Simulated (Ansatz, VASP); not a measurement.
# BaO: VASP beside Ansatz

```xyz
2
Lattice="0.0000 2.7451 2.7451 2.7451 0.0000 2.7451 2.7451 2.7451 0.0000" Properties=species:S:1:pos:R:3 pbc="T T T"
Ba    0.0000    0.0000    0.0000
O     2.7451    2.7451    2.7451
```

Alike in both runs: task single point; functional PBEsol; k mesh 8 × 8 × 8; occupations gaussian, width 0.02 eV; no spin polarisation.

|  | VASP | Ansatz |
| --- | --- | --- |
| version | VASP 6.6.1 | Ansatz 0.2.0 |
| potentials or method | VASP PAW PBE potentials, release 64 (Ba_sv, O), cutoff 600 eV | scalar-relativistic, plane waves, PAW |
| valence electrons in the cell | 16 | 16 |

VASP gave:

| Property | Result |
| --- | --- |
| gap on the k mesh at the Fermi level (eV) | 1.77 |
| least direct gap on the mesh (eV) | 1.77 |
| pressure (GPa) | 1.8 |

Task: What did Ansatz give for the same quantities?

Result: gap on the k mesh at the Fermi level (eV): 1.84; least direct gap on the mesh (eV): 1.84; pressure (GPa): 0.0.

VASP's potentials were made for PBE, not for PBEsol, and Ansatz warns of the same on its side. With one functional, cell and mesh, what is left measures potentials, basis and numerics.

Spin-orbit coupling is off throughout.
